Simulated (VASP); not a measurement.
Runs of VASP 6.6.1 on GaAs2. The structure is that of space group Fm-3m (No. 225), or close to it. The cells are those of the table. 

| task | cell | k mesh | cutoff (eV) | gap on the mesh (eV) | pressure (GPa) |
| --- | --- | --- | --- | --- | --- |
| relaxation of cell and atoms | relaxed from a = 4.343 Å, angles 60.0°, 3 atoms | 6 × 6 × 6 | 600 | none | 0.1 |
| single point | a = 4.500 Å, angles 60.0°, 3 atoms | 12 × 12 × 12 | 520 | none | 0.1 |
| single point | a = 4.343 Å, angles 60.0°, 3 atoms | 6 × 6 × 6 | 520 | none | (a) |
| single point | a = 4.503 Å, angles 60.0°, 3 atoms | 6 × 6 × 6 | 520 | none | -0.1 |

Alike in all rows: level PBE; potentials or basis VASP PAW PBE potentials, release 64 (Ga_d, As); no spin polarisation; smearing gaussian 0.1 eV.

Q: Fill in the values left out.

A: (a) 8.7.

A k mesh can miss the band edges, and the runs leave out spin-orbit coupling on As, Ga.

A gap of «none» marks levels without a gap at the run's occupations.
